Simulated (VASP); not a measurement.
A run of VASP 6.6.1:

INCAR

```
SYSTEM = TiGe6Mo2
ALGO = Normal
EDIFF = 1E-6
ENCUT = 520
GGA = PE
ISIF = 2
ISMEAR = 0
LASPH = .TRUE.
LCHARG = .FALSE.
LREAL = .FALSE.
LWAVE = .FALSE.
NBANDS = 72
NELM = 100
PREC = Accurate
SIGMA = 0.2
```

Contents of KPOINTS:

```
k-points
0
G
  6 6 6
  0 0 0
```

POSCAR

```
TiGe6Mo2
1.0
   -3.3461753484      0.0000000000      0.0000000000
   -1.6730876742     -4.1975869675      5.0198416180
   -1.6730876742      4.1975869675      5.0198416180
Ti Ge Mo
1 6 2
Direct
    1.0000000000      1.0000000000      0.0000000000
    0.0000000000      0.3382231809      0.6617768191
    0.6697671991      0.6687699380      0.9916956639
    0.3302328009      0.0083043361      0.3312300620
    0.0000000000      0.6617768191      0.3382231809
    0.6697671991      0.9916956639      0.6687699380
    0.3302328009      0.3312300620      0.0083043361
    0.6666310367      0.3333689633      0.3333689633
    0.3333689633      0.6666310367      0.6666310367
```

Potentials or basis: VASP PAW PBE potentials, release 64 (Ti_sv, Ge_d, Mo_sv).

Run with:

```sh
$ cat potpaw_PBE.64/Ti_sv/POTCAR potpaw_PBE.64/Ge_d/POTCAR potpaw_PBE.64/Mo_sv/POTCAR > POTCAR
$ mpirun -np 1 vasp_std > vasp.out
```

Hardware: 1 thread of Intel Xeon 8259CL (shared host).

Task: How long does it take, and how much memory?

Result: Run time: 13 min on 1 thread of Intel Xeon 8259CL, with other jobs on the host, peak memory 0.51 GiB. Counts: scf iterations 16, k points 46.
